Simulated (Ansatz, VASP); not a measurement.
# Two plane-wave programs on K

```
K
1.0
     2.46078   -7.86790    0.00000
     2.46078    7.86790    0.00000
     0.00000    0.00000    7.45055
K
4
Direct
  0.13308 0.86692 0.00289
  0.63308 0.36692 0.49711
  0.86692 0.13308 0.99711
  0.36692 0.63308 0.50289
```

Alike in both runs: functional PBEsol; k mesh 4 × 4 × 4; occupations gaussian, width 0.1 eV; no spin polarisation.

Ansatz relaxed the structure, and its values are those at the end. VASP's run is a single point on that final structure, the one shown.

```csv
,VASP,Ansatz
version,VASP 6.6.1,Ansatz 0.2.0
potentials or method,"VASP PAW PBE potentials, release 64 (K_sv), cutoff 520 eV","scalar-relativistic, plane waves, PAW"
valence electrons in the cell,36,36
```

|  | VASP | Ansatz | Ansatz less VASP |
| --- | --- | --- | --- |
| gap on the k mesh at the Fermi level (eV) | none | none | - |
| pressure (GPa) | 0.0 | 0.0 | +0.01 |
| rms of the force components (eV/Å) | 0.012 | 0.012 | 0.0000 |

VASP's potentials were made for PBE, not for PBEsol. A gap of «none» marks a metal or a gap that the smearing closes. With one functional, cell and mesh, what is left measures potentials, basis and numerics.
